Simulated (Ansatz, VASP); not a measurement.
# I: VASP beside Ansatz

```
I
1.0
     0.00000    2.38127    3.93573
     2.20676    0.00000    3.93573
     2.20676    2.38127    0.00000
I
1
Direct
  0.00000 0.00000 0.00000
```

Alike in both runs: task single point; functional PBEsol-based global hybrid; k mesh 5 × 5 × 5; occupations fermi-dirac, width 0.05 eV; no spin polarisation.

|  | VASP | Ansatz |
| --- | --- | --- |
| version | VASP 6.6.1 | Ansatz 0.2.0 |
| potentials or method | VASP PAW PBE potentials, release 64 (I) | Ansatz PAW |
| plane-wave cutoff (eV) | 520 | 420 |
| valence electrons in the cell | 7 | 17 |

Ansatz gave:

```
gap on the k mesh at the Fermi level (eV)                     : none
pressure (GPa)                                                : -2.7
traceless stress, the component that is largest in VASP (GPa) : 2.36
```

Which values does VASP return?

gap on the k mesh at the Fermi level (eV): none; pressure (GPa): -2.9; traceless stress, the component that is largest in VASP (GPa): 2.45.

VASP's potentials were made for PBE, not for PBEsol-based global hybrid. A gap of «none» marks a metal or a gap that the smearing closes. With one functional, cell and mesh, what is left measures potentials, basis and numerics. VASP's potentials hold 7 valence electrons a cell and Ansatz's 17, so a difference there can come from the potentials and not from the codes.

The k mesh is coarse, so the values compare programs but aren't converged. Spin-orbit coupling is off throughout.
